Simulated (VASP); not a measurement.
Wanted: the native input for a VASP 6.6.1 run.

| Item | Value |
| --- | --- |
| Task | single point |
| Functional | PBE |
| Potentials or basis | VASP PAW PBE potentials, release 64 (Be, Si) |
| Cutoff | 520 eV |
| k mesh | 6 × 6 × 1 |
| Occupations | gaussian, width 0.15 eV |
| Spin | no spin polarisation |
| Dipole correction | no |
| Further INCAR settings | ALGO = Normal; EDIFF = 1e-07; NBANDS = 26 |

The structure of Be12Si lies in POSCAR:

```
Be12Si
1.0
    4.5800000000      0.0000000000      0.0000000000
    2.2900000000      3.9663960000      0.0000000000
    0.0000000000      0.0000000000     16.5884300000
Be Si
12 1
Direct
    0.0000000000      0.0000000000      0.0602829804
    0.5000000000      0.0000000000      0.0602829804
    0.0000000000      0.5000000000      0.0602829804
    0.5000000000      0.5000000000      0.0602829804
   -0.1709334023      0.3376427871      0.1708332856
    0.3374633170      0.3278759862      0.1697845426
   -0.1681890666      0.8337052074      0.1668964453
    0.3374074558      0.8336169661      0.1685364438
   -0.0022146413      0.0057987150      0.2720544379
    0.5063149534     -0.0046674613      0.2899986316
    0.0009207692      0.4983161036      0.2751349585
    0.4933496904      0.5031744183      0.2796090408
    1.0981394557      0.7231416127      0.3879791517
```

These files were run (other wordings do the same):

INCAR

```
ALGO = Normal
EDIFF = 1E-7
ENCUT = 520
GGA = PE
ISIF = 2
ISMEAR = 0
LASPH = T
LCHARG = F
LREAL = F
LWAVE = F
NBANDS = 26
NELM = 100
PREC = Accurate
SIGMA = 0.15
```

KPOINTS

```
k-points
0
Gamma
  6 6 1
```

Potentials or basis: VASP PAW PBE potentials, release 64 (Be, Si).

Command:

```sh
$ cat potpaw_PBE.64/Be/POTCAR potpaw_PBE.64/Si/POTCAR > POTCAR
$ mpirun -np 1 vasp_std > vasp.out
```

Results of the run:

* Largest force: 0.320 eV/Å

Wall time 3.5 min on 1 thread of AMD EPYC 9R45 96-Core Processor (Zen 5) (shared host), peak memory 0.43 GiB.
